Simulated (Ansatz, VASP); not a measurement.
# Two plane-wave programs on LiF

Contents of INCAR:

```
SYSTEM = LiF
PREC = Accurate ; ENCUT = 520
EDIFF = 1E-7 ; ISMEAR = 0
SIGMA = 0.05 ; LREAL = .False.
LASPH = .True. ; NELM = 60
ALGO = Normal ; ISIF = 2
LWAVE = .False. ; LCHARG = .False.
GGA = CA ; NBANDS = 18
```

The input KPOINTS:

```
Automatic mesh
0
Gamma
  9 9 6
  0 0 0
```

Contents of POSCAR:

```
LiF
1.0
    2.9680706168      0.0000000000      0.0000000000
   -1.4840353084      2.5704245544      0.0000000000
    0.0000000000      0.0000000000      4.8557635292
Li F
2 2
Direct
    0.3333333333      0.6666666667      0.3371874601
    0.6666666667      0.3333333333      0.8371874601
    0.3333333333      0.6666666667      0.9910195924
    0.6666666667      0.3333333333      0.4910195924
```

Input for Ansatz:

```yaml
crystal:
  lattice:
    - [2.9680706168, 0.0, 0.0]
    - [-1.4840353084, 2.5704245544, 0.0]
    - [0.0, 0.0, 4.8557635292]
  atoms:
    - { symbol: Li, position: [0.3333333333, 0.6666666667, 0.3371874601] }
    - { symbol: Li, position: [0.6666666667, 0.3333333333, 0.8371874601] }
    - { symbol: F, position: [0.3333333333, 0.6666666667, 0.9910195924] }
    - { symbol: F, position: [0.6666666667, 0.3333333333, 0.4910195924] }
basis:
  ecutwfc: 520.0
kpoints:
  mp_grid: { grid: [9, 9, 6] }
hamiltonian:
  xc: lda
scf:
  occupations: { method: gaussian, width: 0.05 }
output:
  forces: true
  stress: true
  eigenvalues: true
  write_density: true
  write_potential: true
  elf: true
  volumetric_format: npy
```

Alike in both runs: task single point; functional LDA; k mesh 9 × 9 × 6; occupations gaussian, width 0.05 eV; no spin polarisation.

```csv
,VASP,Ansatz
version,VASP 6.6.1,Ansatz 0.2.0
potentials or method,"VASP PAW LDA potentials, release 64 (Li_sv, F), cutoff 520 eV","scalar-relativistic, plane waves, PAW"
valence electrons in the cell,20,20
```

```csv
,VASP,Ansatz,Ansatz less VASP
gap on the k mesh at the Fermi level (eV),7.86,7.87,+0.016
least direct gap on the mesh (eV),7.86,7.87,+0.016
rms of the force components (eV/Å),0.542,0.534,-0.0077
```

LDA's correlation is that of Perdew and Zunger in VASP and of Perdew and Wang (1992) in Ansatz. Atom by atom the forces differ by 0.008 eV/Å (rms over components).

Noted on VASP's run: the cutoff is under 1.25 times that of the potentials, so the pressure is a little rough.
